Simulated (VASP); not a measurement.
# BN in VASP: a series of runs

Aim: see how the results for BN move with the level of theory and the settings. Levels: r2SCAN50+D4, PBE. Tasks: single point.

All numbers are computed with VASP 6.6.1; they aren't measurements. Logs are shortened: lines on timing, memory, paths and dates and some standing lists are left out, and cuts for length are marked.

### 1 The cell of the first run

Symmetry: R3m, No. 160, trigonal system. The conventional cell has a = 2.535 Å, b = 2.535 Å, c = 10.252 Å, α = 90.00°, β = 90.00°, γ = 120.00°. Within 2.0 Å of N (site symmetry 3m) lie 3 B at 1.46 Å. B (site symmetry 3m) has 3 N at 1.46 Å within 2.0 Å.

### 2 Single point, r2SCAN50+D4 (9.51 Å³/atom)

Contents of POSCAR:

```
BN
1.0
    1.2675858000      0.7318410028      3.4173202092
   -1.2675858000      0.7318410028      3.4173202092
    0.0000000000     -1.4636820056      3.4173202092
N B
1 1
Direct
    0.6672382000      0.6672382000      0.6672382000
    0.0003288000      0.0003288000      0.0003288000
```

Contents of INCAR.step1:

```
  PREC = Accurate
  ENCUT = 520
  EDIFF = 1E-5
  ISMEAR = -1
  SIGMA = 0.05
  LREAL = F
  LASPH = T
  NELM = 80
  ALGO = Normal
  ISIF = 2
  LWAVE = T
  NBANDS = 11
  GGA = PE
```

Contents of INCAR.step2:

```
  PREC = Accurate
  ENCUT = 520
  EDIFF = 1E-6
  ISMEAR = -1
  SIGMA = 0.05
  LREAL = F
  LASPH = T
  NELM = 80
  ALGO = Normal
  ISIF = 2
  LWAVE = F
  LCHARG = T
  METAGGA = R2SCAN
  LHFCALC = T
  AEXX = 0.5
  LMIXTAU = T
  PRECFOCK = Normal
  IVDW = 13
  VDW_S6 = 1.0
  VDW_S8 = 1.0471
  VDW_A1 = 0.4574
  VDW_A2 = 5.8969
  LELF = T
  LVHAR = T
  NBANDS = 11
  ISTART = 1
```

Contents of KPOINTS:

```
regular mesh
0
Gamma
  6 6 6
```

Potentials or basis: VASP PAW PBE potentials, release 64 (N, B).

Run with:

```sh
$ cat potpaw_PBE.64/N/POTCAR potpaw_PBE.64/B/POTCAR > POTCAR
$ cp INCAR.step1 INCAR
$ mpirun -np 1 vasp_std > vasp.out
$ cp INCAR.step2 INCAR
$ mpirun -np 1 vasp_std > vasp.out
```

OUTCAR:

```text
PREC = Accurate
   ENCUT = 520
   EDIFF = 1E-6
   ISMEAR = -1
   LREAL = F
   LASPH = T
   NELM = 80
   ISIF = 2
   METAGGA = R2SCAN
   LHFCALC = T
   AEXX = 0.5
   PRECFOCK = Normal
   IVDW = 13
   ISTART = 1

 ion  position               nearest neighbor table
   1  0.667  0.667  0.667-   2 1.46   2 1.46   2 1.46
   2  0.000  0.000  0.000-   1 1.46   1 1.46   1 1.46

  LATTYP: Found a trigonal (rhomboedric) cell.
 ALAT       =     3.7175855640
 COS(alpha) =     0.7674786797

  Lattice vectors:

 A1 = (   1.2675858000,   0.7318410028,   3.4173202092)
 A2 = (  -1.2675858000,   0.7318410028,   3.4173202092)
 A3 = (   0.0000000000,  -1.4636820056,   3.4173202092)

Analysis of symmetry for initial positions (statically):
=====================================================================
 Subroutine PRICEL returns:
 Original cell was already a primitive cell.

 Routine SETGRP: Setting up the symmetry group for a
 trigonal (rhombohedral) supercell.

 Subroutine GETGRP returns: Found  6 space group operations
 (whereof  6 operations were pure point group operations)
 out of a pool of 12 trial point group operations.

The static configuration has the point symmetry C_3v.

Analysis of symmetry for dynamics (positions and initial velocities):
=====================================================================
 Subroutine PRICEL returns:
 Original cell was already a primitive cell.

 Routine SETGRP: Setting up the symmetry group for a
 trigonal (rhombohedral) supercell.

 Subroutine GETGRP returns: Found  6 space group operations
 (whereof  6 operations were pure point group operations)
 out of a pool of 12 trial point group operations.

The dynamic configuration has the point symmetry C_3v.

 Subroutine INISYM returns: Found  6 space group operations
 (whereof  6 operations are pure point group operations),
 and found     1 'primitive' translations

----------------------------------------------------------------------------------------

                                     Primitive cell

  volume of cell :      19.0209

  direct lattice vectors                    reciprocal lattice vectors
     1.267585800  0.731841003  3.417320209     0.394450616  0.227736170  0.097542318
    -1.267585800  0.731841003  3.417320209    -0.394450616  0.227736170  0.097542318
     0.000000000 -1.463682006  3.417320209     0.000000000 -0.455472339  0.097542318

  length of vectors
     3.717585564  3.717585564  3.717585564     0.465799909  0.465799909  0.465799909

  position of ions in fractional coordinates (direct lattice)
     0.667238200  0.667238200  0.667238200
     0.000328800  0.000328800  0.000328800

  ion indices of the primitive-cell ions
   primitive index   ion index
                 1           1
                 2           2

----------------------------------------------------------------------------------------

 KPOINTS: regular mesh

Automatic generation of k-mesh.
 Grid dimensions read from file:
 generate k-points for:    6    6    6

 Generating k-lattice:

  Cartesian coordinates                     Fractional coordinates (reciprocal lattice)
     0.065741769  0.037956028  0.016257053     0.166666667  0.000000000 -0.000000000
    -0.065741769  0.037956028  0.016257053     0.000000000  0.166666667 -0.000000000
     0.000000000 -0.075912057  0.016257053    -0.000000000 -0.000000000  0.166666667

  Length of vectors
     0.077633318  0.077633318  0.077633318

  Shift w.r.t. Gamma in fractional coordinates (k-lattice)
     0.000000000  0.000000000  0.000000000

 Subroutine IBZKPT returns following result:
 ===========================================

 Found     32 irreducible k-points:

 Following reciprocal coordinates:
            Coordinates               Weight
  0.000000  0.000000  0.000000      1.000000
  0.166667 -0.000000 -0.000000      6.000000
  0.333333  0.000000  0.000000      6.000000
  0.500000 -0.000000 -0.000000      3.000000
  0.166667  0.166667 -0.000000      6.000000
  0.333333  0.166667 -0.000000     12.000000
[... 16 lines left out ...]
  0.500000  0.500000  0.166667      6.000000
 -0.333333  0.500000  0.166667     12.000000
 [... further k-points ...]
   k-points           NKPTS =     32   k-points in BZ     NKDIM =    216   number of bands    NBANDS=     11
   number of dos      NEDOS =    301   number of ions     NIONS =      2
   total plane-waves  NPLWV =  21952
   dimension x,y,z NGX =    28 NGY =   28 NGZ =   28
   dimension x,y,z NGXF=    56 NGYF=   56 NGZF=   56
   ions per type =               1   1
   NGX,Y,Z   is equivalent  to a cutoff of  12.52, 12.52, 12.52 a.u.
   NGXF,Y,Z  is equivalent  to a cutoff of  25.04, 25.04, 25.04 a.u.
 SYSTEM =  unknown system
   PREC   = accura    normal or accurate (medium, high low for compatibility)
   ISTART =      1    job   : 0-new  1-cont  2-samecut
   ICHARG =      0    charge: 1-file 2-atom 10-const
   ISPIN  =      1    spin polarized calculation?
   LNONCOLLINEAR =      F non collinear calculations
   LSORBIT =      F    spin-orbit coupling
   LASPH  =      T    aspherical Exc in radial PAW
   ENCUT  =  520.0 eV  38.22 Ry    6.18 a.u.   6.91  6.91  6.91*2*pi/ulx,y,z
   NELM   =     80;   NELMIN=  2; NELMDL=  0     # of ELM steps
   EDIFF  = 0.1E-05   stopping-criterion for ELM
   LREAL  =      F    real-space projection
   EDIFFG = 0.1E-04   stopping-criterion for IOM
   NSW    =      0    number of steps for IOM
   IBRION =     -1    ionic relax: 0-MD 1-quasi-New 2-CG
   NFREE  =      0    steps in history (QN), initial steepest desc. (CG)
   ISIF   =      2    stress and relaxation
   ISYM   =      3    0-nonsym 1-usesym 2-fastsym
   POTIM  = 0.5000    time-step for ionic-motion
   TEBEG  =    0.0;   TEEND  =   0.0 temperature during run
   PSTRESS=    0.0 pullay stress
   NELECT =       8.0000    total number of electrons
   NUPDOWN=      -1.0000    fix difference up-down
   EMIN   =  10.00;   EMAX   =-10.00  energy-range for DOS
   EFERMI =   0.00;   METHOD = LEGACY
   ISMEAR =    -1;   SIGMA  =   0.05  broadening in eV -4-tet -1-fermi 0-gaus
   EFERMI_NEDOS =   21; number of points for ismear=-14 and -15
   IALGO  =     38    algorithm
   IMIX   =      1    mixing-type and parameters
     AMIX     =   0.40;   BMIX     =  1.00
     AMIX_MAG =   1.60;   BMIX_MAG =  1.00
  volume/ion in A,a.u.               =       9.51        64.18
  Fermi-wavevector in a.u.,A,eV,Ry     =   1.226576  2.317893 20.469813  1.504489
  Thomas-Fermi vector in A             =   2.361572
   LORBIT       =      0    0 simple, 1 ext, 2 COOP (PROOUT), +10 PAW based schemes
   METAGGA = R2SCAN    functional components
   LHFCALC =     T    Hartree Fock is set to
   PRECFOCK=normal    Normal, Fast or Accurate (Low or Medium for compatibility)
   ENCUT4O =  -1.0   cutoff for four orbital integrals eV
   NKREDX  =     1    reduce k-point grid by
   NKREDY  =     1    reduce k-point grid by
   NKREDZ  =     1    reduce k-point grid by
   AEXX    =    0.5000 exact exchange contribution
   HFSCREEN=    0.0000 screening length (either q_TF or 0.3 A-1)
   HFSCREENC=   0.0000 screening length for correlation (either q_TF or 0.3 A-1)
   ENCUTFOCK=  -1.0 apply spherical cutoff to Coloumb kernel
   IVDW    =    13    specifies the selected vdW correction
   LEPSILON=     F    determine dielectric tensor
   LRPA    =     F    only Hartree local field effects (RPA)
 non-spin polarized calculation
  energy-cutoff  :      520.00
  volume of cell :       19.02
 maximum number of plane-waves:       523
  NGX = 24; NGY = 24; NGZ = 24

 number of electron       8.0000000 magnetization

 Free energy of the ion-electron system (eV)
  ---------------------------------------------------
  ext. energy  EPLUGINS =         0.00000000
  ---------------------------------------------------
  free energy    TOTEN  =       -25.89364398 eV

  energy without entropy =      -25.89364398  energy(sigma->0) =      -25.89364398

 E-fermi :   0.3620     XC(G=0):  -5.8618

 val. band max:       -0.6832308602   @ k =  -0.3333   0.3333   0.0000
 cond. band min:       7.8408266261   @ k =   0.5000   0.5000  -0.0000
 fundamental gap:      8.5240574862
 Fermi energy:         0.3620262688

 k-point     1 :       0.0000    0.0000    0.0000
  band No.  band energies     occupation
      1     -22.0066      2.00000
      2      -5.4994      2.00000
      3      -2.4084      2.00000
      4      -2.4084      2.00000
      5       8.2843      0.00000
      6      15.9921      0.00000
      7      15.9921      0.00000
      8      18.3894      0.00000
      9      18.8274      0.00000
     10      30.2934      0.00000
     11      32.2786      0.00000

 k-point     2 :       0.1667   -0.0000   -0.0000
  band No.  band energies     occupation
      1     -21.3832      2.00000
      2      -4.8318      2.00000
      3      -4.6936      2.00000
      4      -3.3993      2.00000
      5       9.3817      0.00000
      6      15.6043      0.00000
      7      16.2852      0.00000
      8      18.4403      0.00000
      9      20.5889      0.00000
     10      27.2109      0.00000
     11      29.5276      0.00000

 k-point     3 :       0.3333    0.0000    0.0000
  band No.  band energies     occupation
      1     -19.7205      2.00000
      2      -8.9499      2.00000
      3      -4.9469      2.00000
      4      -2.8684      2.00000
      5      11.1461      0.00000
      6      12.8042      0.00000
      7      15.3601      0.00000
      8      21.5548      0.00000
      9      23.8615      0.00000
     10      24.6184      0.00000
     11      26.6557      0.00000
[... 267 lines left out ...]
 k-point    23 :       0.5000    0.5000    0.1667
  band No.  band energies     occupation
      1     -19.5713      2.00000
      2      -8.8815      2.00000
      3      -5.0032      2.00000
      4      -4.2099      2.00000
      5      10.7515      0.00000
      6      14.1606      0.00000
      7      17.8326      0.00000
      8      22.1215      0.00000
      9      23.7035      0.00000
     10      24.4993      0.00000
     11      29.8912      0.00000

 k-point    24 :      -0.3333    0.5000    0.1667
  band No.  band energies     occupation
      1     -18.4124      2.00000
      2     -10.2263      2.00000
      3      -7.0340      2.00000
      4      -2.3549      2.00000
      5       9.1234      0.00000
      6      16.1353      0.00000
      7      17.7779      0.00000
      8      20.5799      0.00000
      9      23.8048      0.00000
     10      25.5654      0.00000
     11      27.0242      0.00000

 [... further k-points ...]

------------------------ aborting loop because EDIFF is reached ----------------------------------------

  DFT-D4 for vdW energy calculation

  Edisp (eV):   -0.16147

  FORCE on cell =-STRESS in cart. coord.  units (eV):
  Direction    XX          YY          ZZ          XY          YZ          ZX
  --------------------------------------------------------------------------------------
  -------------------------------------------------------------------------------------
  Total      -2.84940    -2.84940    -0.17963     0.00000     0.00000     0.00000
  in kB    -240.01182  -240.01182   -15.13100     0.00000     0.00000     0.00000
  external pressure =     -165.05 kB  Pullay stress =        0.00 kB

 VOLUME and BASIS-vectors are now :
 -----------------------------------------------------------------------------
  energy-cutoff  :      520.00
  volume of cell :       19.02
      direct lattice vectors                 reciprocal lattice vectors
     1.267585800  0.731841003  3.417320209     0.394450616  0.227736170  0.097542318
    -1.267585800  0.731841003  3.417320209    -0.394450616  0.227736170  0.097542318
     0.000000000 -1.463682006  3.417320209     0.000000000 -0.455472339  0.097542318

 POSITION                                       TOTAL-FORCE (eV/Angst)
 -----------------------------------------------------------------------------------
      0.00000      0.00000      6.84050         0.000000      0.000000     -0.013620
      0.00000      0.00000      0.00337         0.000000     -0.000000      0.013620
 -----------------------------------------------------------------------------------
    total drift:                               -0.000000     -0.000000     -0.000142

  FREE ENERGIE OF THE ION-ELECTRON SYSTEM (eV)
  ---------------------------------------------------
  free  energy   TOTEN  =       -26.0551186055 eV

  energy  without entropy=      -26.0551186054  energy(sigma->0) =      -26.05511861
```

Run time: 15 min. Hardware: 1 thread of Intel Xeon Platinum 8375C at 2.90GHz (Ice Lake), shared host; peak memory 0.17 GiB.

Results:

- Free energy: -26.0551 eV
- Pressure: -16.5 GPa
- Largest force: 0.014 eV/Å
- Band gap on the k mesh: 8.52 eV (least direct gap 9.23 eV)
- Dispersion energy per atom: -0.081 eV

Forces on the atoms (eV/Å):
```
N    0.000  0.000 -0.014
B    0.000  0.000  0.014
```

Levels at points of the mesh, in eV from the valence-band top:
```csv
k point,band 2,band 3,band 4,band 5,band 6,band 7
"(0.00, 0.00, 0.00)",-4.82,-1.73,-1.73,8.97,16.68,16.68
"(0.50, 0.00, 0.00)",-10.61,-4.90,-0.66,9.78,14.46,17.44
"(0.50, 0.50, 0.00)",-10.49,-4.96,-1.32,8.52,14.43,18.91
"(0.50, 0.50, 0.50)",-7.05,-1.75,-1.75,14.85,16.59,16.59
```

Caveat: the k points lie up to 0.49 Å⁻¹ apart; the PAW data sets were made with another functional, which shifts forces and pressure a little.

[end of part 1 of 3]
